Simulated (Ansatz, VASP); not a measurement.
**One calculation of Ir, two programs**

The input INCAR:

```
SYSTEM = Ir
ALGO     = Fast           ! electronic algorithm
EDIFF    = 1E-7           ! SCF threshold, eV
ENCUT    = 520            ! plane-wave cutoff, eV
GGA      = PE             ! functional
ISIF     = 2              ! what is computed and relaxed
ISMEAR   = 0              ! smearing method
LASPH    = .True.         ! aspherical terms in the spheres
LCHARG   = .False.        ! write CHGCAR
LREAL    = .False.        ! projectors in reciprocal space
LWAVE    = .False.        ! write WAVECAR
NBANDS   = 16             ! bands
NELM     = 80             ! most SCF steps
PREC     = Accurate       ! precision mode
SIGMA    = 0.025          ! smearing width, eV
```

Contents of KPOINTS:

```
k-points
0
Gamma
  11 11 6
  0 0 0
```

POSCAR

```
Ir
1.0
    2.7513778946      0.0000000000      0.0000000000
   -1.3756889473      2.3827631521      0.0000000000
    0.0000000000      0.0000000000      4.4622900000
Ir
2
Direct
    0.3333333333      0.6666666667      0.2500000000
    0.6666666667      0.3333333333      0.7500000000
```

File input.yaml:

```yaml
crystal:
  lattice:
    - [2.7513778946, 0.0, 0.0]
    - [-1.3756889473, 2.3827631521, 0.0]
    - [0.0, 0.0, 4.46229]
  atoms:
    - { symbol: Ir, position: [0.3333333333, 0.6666666667, 0.25] }
    - { symbol: Ir, position: [0.6666666667, 0.3333333333, 0.75] }
hamiltonian:
  xc: pbe
  pseudopotentials: { kind: paw }
kpoints:
  mp_grid: { grid: [11, 11, 6] }
scf:
  occupations: { method: gaussian, width: 0.025 }
output:
  forces: true
  stress: true
  eigenvalues: true
```

Alike in both runs: task single point; functional PBE; k mesh 11 × 11 × 6; occupations gaussian, width 0.025 eV; no spin polarisation.

```csv
,VASP,Ansatz
version,VASP 6.6.1,Ansatz 0.2.0
potentials or method,"VASP PAW PBE potentials, release 64 (Ir)",Ansatz PAW
plane-wave cutoff (eV),520,420
valence electrons in the cell,18,34
```

```tsv
	VASP	Ansatz	Ansatz less VASP
gap on the k mesh at the Fermi level (eV)	none	none	-
pressure (GPa)	-1.0	-1.4	-0.46
traceless stress, the component that is largest in VASP (GPa)	0.46	0.37	-0.090
```

A gap of «none» marks a metal or a gap that the smearing closes. The functional is the same, so the differences come from potentials, cutoffs and numerics. VASP's potentials hold 18 valence electrons a cell and Ansatz's 34, so a difference there can come from the potentials and not from the codes.

Neither program's run includes spin-orbit coupling.
